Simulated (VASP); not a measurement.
Al2Cl:

```
CELL_PARAMETERS angstrom
0.00000 3.27395 3.27395
3.27395 0.00000 3.27395
3.27395 3.27395 0.00000
ATOMIC_POSITIONS crystal
Al 0.25000 0.25000 0.25000
Al 0.75000 0.75000 0.75000
Cl 0.50000 0.50000 0.50000
```

- Program: VASP 6.6.1
- Task: relaxation of cell and atoms
- Functional: PBE
- Potentials or basis: VASP PAW PBE potentials, release 64 (Al, Cl)
- Cutoff: 600 eV
- k mesh: 4 × 4 × 4
- Occupations: gaussian, width 0.1 eV
- Spin: no spin polarisation

At the start: pressure 5.3 GPa; volume 23.40 Å³/atom.

Task: Where does the relaxation end?

Result: Over 3 steps the energy falls by 70.8 meV/atom and the volume is 28.25 Å³/atom (+20.8 %); space group Fm-3m (No. 225, to 0.05 Å).

Step by step:
```csv
step,energy change (eV),largest force (eV/Å),pressure (GPa),volume (Å³)
1,0.0000,0.0000,5.27,70.19
2,-0.1720,0.0000,2.02,78.30
3,-0.2125,0.0000,0.11,84.76
```

Final structure:
```
Al Cl
1.0
     0.00000    3.48654    3.48654
     3.48654    0.00000    3.48654
     3.48654    3.48654    0.00000
Al Cl
2 1
Direct
  0.25000 0.25000 0.25000
  0.75000 0.75000 0.75000
  0.50000 0.50000 0.50000
```

Caveat: the k points lie up to 0.39 Å⁻¹ apart in the final cell; the volume moved by over 15 % at a fixed basis, so the end points are rough; an odd number of electrons without spin polarisation forces a metal; a magnetic or distorted state may lie lower.
